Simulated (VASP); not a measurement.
Cl:

```
Cl
1.0
     3.29306   -2.00725    0.00000
     3.29306    2.00725    0.00000
     0.00000    0.00000    8.14656
Cl
4
Direct
  0.87560 0.12440 0.60754
  0.12440 0.87560 0.39246
  0.62440 0.37560 0.10754
  0.37560 0.62440 0.89246
```

This cell differs from its parent crystal: uniaxial x strain +5.4%.

Base run:

| Property | Result |
| --- | --- |
| Program | VASP 6.6.1 |
| Functional | r2SCAN |
| Potentials or basis | VASP PAW PBE potentials, release 64 (Cl) |
| Cutoff | 520 eV |
| k mesh | 8 × 8 × 4 |
| Occupations | gaussian, width 0.01 eV |
| Spin | no spin polarisation |

Its results: band gap on the k mesh 2.61 eV; pressure -0.1 GPa; largest force 0.227 eV/Å.

Problem. The run is repeated on the same cell with these changes: functional from r2SCAN to PBE; occupations from gaussian, width 0.01 eV to fermi-dirac, width 0.02 eV. What comes out?

Solution. Band gap on the k mesh 2.26 eV; pressure 1.3 GPa; largest force 0.047 eV/Å.

Caveats: the PAW data sets were made with another functional, which shifts forces and pressure a little (at least some runs); this functional lacks dispersion, which holds the molecules together, so the pressure and a relaxed volume are unreliable (at least some runs).

A k mesh can miss the band edges.
